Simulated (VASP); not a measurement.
Input of a VASP 6.6.1 run:

Contents of INCAR:

```
SYSTEM = VSbS
PREC = Accurate
ENCUT = 520
EDIFF = 1E-7
ISMEAR = 0
SIGMA = 0.1
LREAL = .FALSE.
LASPH = .TRUE.
NELM = 150
ALGO = Normal
ISIF = 2
LWAVE = .FALSE.
LCHARG = .TRUE.
ISPIN = 2
MAGMOM = 0.32 0 0
LORBIT = 11
LMAXMIX = 4
GGA = PE
LELF = .TRUE.
LVHAR = .TRUE.
NBANDS = 23
```

File KPOINTS:

```
regular mesh
0
G
  12 12 14
  0 0 0
```

The input POSCAR:

```
VSbS
1.0
    4.1888161966      0.0000000000      0.0000000000
   -2.0944080983      3.6276212380      0.0000000000
    0.0000000000      0.0000000000      3.5293492393
V Sb S
1 1 1
Direct
    0.6666666667      0.3333333333      0.5000000000
    0.3333333333      0.6666666667      0.0000000000
    0.0000000000      0.0000000000      0.5000000000
```

Potentials or basis: VASP PAW PBE potentials, release 64 (V_sv, Sb, S).

The run is started by

```bash
$ cat potpaw_PBE.64/V_sv/POTCAR potpaw_PBE.64/Sb/POTCAR potpaw_PBE.64/S/POTCAR > POTCAR
$ mpirun -np 1 vasp_std > vasp.out
```

(1) Predict the band gap on the k mesh.

(2) What does it give for the net moment?

(3) What does it give for the pressure?

Results:

(1) zero (filled and empty bands overlap).

(2) 0.00 μB per cell.

(3) -0.3 GPa.

Caveat: spin-orbit coupling is left out, which moves the levels of the heavy elements.
